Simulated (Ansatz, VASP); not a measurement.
## Rh in VASP and in Ansatz

```
Rh
1.0
     2.68699    0.00000    0.00000
     0.00000    2.68699    0.00000
     0.00000    0.00000   23.60000
Rh
5
Direct
  0.00000 0.00000 0.33898
  0.50000 0.50000 0.41949
  0.00000 0.00000 0.50000
  0.50000 0.50000 0.58051
  0.00000 0.00000 0.66102
```

Alike in both runs: task single point; functional r2SCAN; k mesh 15 × 15 × 1; occupations fermi-dirac, width 0.05 eV; no spin polarisation.

|  | VASP | Ansatz |
| --- | --- | --- |
| version | VASP 6.6.1 | Ansatz 0.2.0 |
| potentials or method | VASP PAW PBE potentials, release 64 (Rh_pv) | PAW with Ansatz's default frozen-core files, scalar-relativistic |
| plane-wave cutoff (eV) | 520 | 500 |
| valence electrons in the cell | 75 | 85 |

|  | VASP | Ansatz | Ansatz less VASP |
| --- | --- | --- | --- |
| rms of the force components (eV/Å) | 0.334 | 0.345 | +0.0102 |

VASP's potentials were made for PBE, not for r2SCAN. Atom by atom the forces differ by 0.019 eV/Å (rms over components). VASP's potentials hold 75 valence electrons a cell and Ansatz's 85, so a difference there can come from the potentials and not from the codes.
